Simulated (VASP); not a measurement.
Input of a VASP 6.6.1 run:

The input INCAR:

```
PREC = Accurate ; ENCUT = 520
EDIFF = 1E-7 ; ISMEAR = -1
SIGMA = 0.01 ; LREAL = Auto
LASPH = T ; NELM = 60
ALGO = Normal ; ISIF = 2
LWAVE = F ; LCHARG = F
GGA = PE ; NBANDS = 169
```

File KPOINTS:

```
Automatic mesh
0
Gamma
  1 1 1
  0.25 0.25 0.25
```

The input POSCAR:

```
Cd16S16O
1.0
    8.3277842500     -0.0000000600      0.0000000000
   -4.1638920700      7.2120727400      0.0000000000
    0.0000000000      0.0000000000     13.5350132800
Cd S O
16 16 1
Direct
    0.3416527943      0.1638824320      0.2530841994
    0.1779995820      0.3544054674      0.0174734960
    0.3170613944      0.1749473507      0.7542752112
    0.1645796408      0.3450708416      0.4932719948
    0.3282751006      0.6719151615      0.2551639905
    0.1546482753      0.8444297817     -0.0000925747
    0.3255934985      0.6715919534      0.7533090503
    0.1549147608      0.8441810321      0.5081957334
    0.8347762563      0.1646734708      0.2553322208
    0.6625585846      0.3372044525     -0.0052416646
    0.8251074278      0.1735764592      0.7134719265
    0.6560503445      0.3434377507      0.5059279853
    0.8345574753      0.6562424175      0.2530330728
    0.6446796910      0.8218350331      0.0174097354
    0.8246398119      0.6841794623      0.7542552629
    0.6539161405      0.8348073094      0.4931789768
    0.3285592692      0.1707819741      0.4414458912
    0.1720431632      0.3368027609      0.2043573170
    0.3273851032      0.1776077510      0.9434501272
    0.1688391789      0.3496320823      0.6813713300
    0.3203509347      0.6786646774      0.4419972760
    0.1630830074      0.8356203864      0.1894119309
    0.3249692811      0.6742129752      0.9440096390
    0.1576673426      0.8421283629      0.6965569819
    0.8250420557      0.1745437262      0.4445239081
    0.6685842294      0.3292396133      0.1874822689
    0.8393303763      0.1604658039      0.9693935077
    0.6540129753      0.3472196038      0.6951474524
    0.8284925559      0.6709257136      0.4414000841
    0.6634572772      0.8276379420      0.2043220751
    0.8216653042      0.6724505179      0.9434296617
    0.6479393958      0.8300129872      0.6813021021
   -0.1163556766      0.1157746217     -0.1388984230
```

Potentials or basis: VASP PAW PBE potentials, release 64 (Cd, S, O).

Launch:

```bash
$ cat potpaw_PBE.64/Cd/POTCAR potpaw_PBE.64/S/POTCAR potpaw_PBE.64/O/POTCAR > POTCAR
$ mpirun -np 1 vasp_std > vasp.out
```

Task: What does it give for the largest force?

Result: 0.147 eV/Å.

Task: Predict the band gap on the k mesh.

Result: 2.37 eV.

Task: Estimate the pressure.

Result: 2.0 GPa.

Stress tensor (GPa, compression positive):
```
 1.33  0.39  0.26
 0.39  1.79 -0.14
 0.26 -0.14  3.02
```
